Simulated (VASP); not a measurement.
Crystal: Cd.

```xyz
2
Lattice="2.9181 0.0000 0.0000 -1.4590 2.5271 0.0000 0.0000 0.0000 5.5030" Properties=species:S:1:pos:R:3 pbc="T T T"
Cd    1.4590    0.8424    4.1272
Cd    0.0000    1.6847    1.3757
```

Base run:

* Program: VASP 6.6.1
* Functional: LDA
* Potentials or basis: VASP PAW LDA potentials, release 64 (Cd_sv_GW)
* Cutoff: 630 eV
* k mesh: 10 × 10 × 5
* Occupations: fermi-dirac, width 0.05 eV
* Spin: no spin polarisation

Its results: band gap on the k mesh zero (bands 20 and 21 overlap by 4.08 eV); pressure -0.9 GPa.

The run is repeated on the same cell with these changes: functional from LDA to PBEsol; potentials or basis from VASP PAW LDA potentials, release 64 (Cd_sv_GW) to VASP PAW PBE potentials, release 64 (Cd_sv_GW). What comes out?

Band gap on the k mesh zero (bands 20 and 21 overlap by 4.05 eV); pressure 2.1 GPa.

Caveats: the PAW data sets were made with another functional, which shifts forces and pressure a little (at least some runs).
